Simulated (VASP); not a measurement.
A run of VASP 6.6.1 is set up as follows.

Contents of INCAR:

```
SYSTEM = BN
PREC     = Accurate       ! precision mode
ENCUT    = 520            ! plane-wave cutoff, eV
EDIFF    = 1E-6           ! SCF threshold, eV
ISMEAR   = -1             ! smearing method
SIGMA    = 0.02           ! smearing width, eV
LREAL    = .False.        ! projectors in reciprocal space
LASPH    = .True.         ! aspherical terms in the spheres
NELM     = 80             ! most SCF steps
ALGO     = Normal         ! electronic algorithm
ISIF     = 2              ! what is computed and relaxed
LWAVE    = .False.        ! write WAVECAR
LCHARG   = .False.        ! write CHGCAR
NBANDS   = 11             ! bands
```

File KPOINTS:

```
regular mesh
0
Gamma
  11 11 11
  0 0 0
```

Contents of POSCAR:

```
BN
1.0
    0.0000000000      1.8075000000      1.8075000000
    1.8075000000      0.0000000000      1.8075000000
    1.8075000000      1.8075000000      0.0000000000
B N
1 1
Direct
    0.0000000000      0.0000000000      0.0000000000
    0.7500000000      0.7500000000      0.7500000000
```

Potentials or basis: VASP PAW LDA potentials, release 64 (B, N).

The run is started by

```bash
$ cat potpaw_LDA.64/B/POTCAR potpaw_LDA.64/N/POTCAR > POTCAR
$ mpirun -np 1 vasp_std > vasp.out
```

Task: Estimate the pressure.

Result: -10.1 GPa.

Task: Estimate the band gap on the k mesh.

Result: 4.45 eV, indirect (least direct gap 8.68 eV).

A k mesh can miss the band edges.
